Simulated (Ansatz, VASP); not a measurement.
**CaI in VASP and in Ansatz**

```
Ca I
1.0
     4.11899    0.00000    0.00000
    -2.05949    3.56715    0.00000
     0.00000    0.00000    4.54552
Ca I
1 1
Direct
  0.00000 0.00000 0.50000
  0.66667 0.33333 0.00000
```

Alike in both runs: task single point; functional PBE; k mesh 8 × 8 × 6; no spin polarisation.

|  | VASP | Ansatz |
| --- | --- | --- |
| version | VASP 6.6.1 | Ansatz 0.2.0 |
| potentials or method | VASP PAW PBE potentials, release 64 (Ca_sv, I), cutoff 520 eV | plane waves, PAW |
| occupations | methfessel-paxton of order 1, width 0.1 eV | cold |
| valence electrons in the cell | 17 | 27 |

Ansatz gave:

* pressure (GPa): 0.4
* traceless stress, the component that is largest in VASP (GPa): 0.40

Q: Which values does VASP return?

A: Pressure (GPa): 0.4; traceless stress, the component that is largest in VASP (GPa): 0.35.

VASP's potentials hold 17 valence electrons a cell and Ansatz's 27, so a difference there can come from the potentials and not from the codes. Ansatz's warnings: stress scf threshold loose.

Spin-orbit coupling is off throughout.
